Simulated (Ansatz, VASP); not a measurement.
## One calculation of CsSnBr3, two programs

INCAR

```
SYSTEM = CsSnBr3
PREC     = Accurate       ! precision mode
ENCUT    = 500            ! plane-wave cutoff, eV
EDIFF    = 1E-6           ! SCF threshold, eV
ISMEAR   = 0              ! smearing method
SIGMA    = 0.01           ! smearing width, eV
LREAL    = .FALSE.        ! projectors in reciprocal space
LASPH    = .TRUE.         ! aspherical terms in the spheres
NELM     = 120            ! most SCF steps
ALGO     = Normal         ! electronic algorithm
ISIF     = 2              ! what is computed and relaxed
LWAVE    = .FALSE.        ! write WAVECAR
LCHARG   = .FALSE.        ! write CHGCAR
GGA      = CA             ! functional
NBANDS   = 30             ! bands
GGA_COMPAT= .FALSE.
```

Contents of KPOINTS:

```
regular mesh
0
G
  3 3 3
  0 0 0
```

File POSCAR:

```
CsSnBr3
1.0
    5.8390060000      0.0000000000      0.0000000000
    0.0000000000      5.8390060000      0.0000000000
    0.0000000000      0.0000000000      5.8390060000
Cs Sn Br
1 1 3
Direct
    0.0000000000      0.0000000000      0.0000000000
    0.5000000000      0.5000000000      0.5000000000
    0.5000000000      0.0000000000      0.5000000000
    0.5000000000      0.5000000000      0.0000000000
    0.0000000000      0.5000000000      0.5000000000
```

Input for Ansatz:

```yaml
crystal:
  lattice:
    - [5.839006, 0.0, 0.0]
    - [0.0, 5.839006, 0.0]
    - [0.0, 0.0, 5.839006]
  atoms:
    - { symbol: Cs, position: [0.0, 0.0, 0.0] }
    - { symbol: Sn, position: [0.5, 0.5, 0.5] }
    - { symbol: Br, position: [0.5, 0.0, 0.5] }
    - { symbol: Br, position: [0.5, 0.5, 0.0] }
    - { symbol: Br, position: [0.0, 0.5, 0.5] }
basis:
  ecutwfc: 525.0
kpoints:
  mp_grid:
    grid: [3, 3, 3]
hamiltonian:
  xc: lda
scf:
  occupations:
    method: fixed
output:
  stress: true
```

Alike in both runs: task single point; functional LDA; k mesh 3 × 3 × 3; no spin polarisation.

|  | VASP | Ansatz |
| --- | --- | --- |
| version | VASP 6.6.1 | Ansatz 0.2.0 |
| potentials or method | VASP PAW LDA potentials, release 64 (Cs_sv, Sn_d, Br), cutoff 500 eV | plane waves, PAW |
| occupations | gaussian, width 0.01 eV | fixed |
| valence electrons in the cell | 44 | 44 |

|  | VASP | Ansatz | Ansatz less VASP |
| --- | --- | --- | --- |
| pressure (GPa) | -2.3 | -2.3 | -0.02 |

LDA's correlation is that of Perdew and Zunger in VASP and of Perdew and Wang (1992) in Ansatz.

Spin-orbit coupling is off throughout.
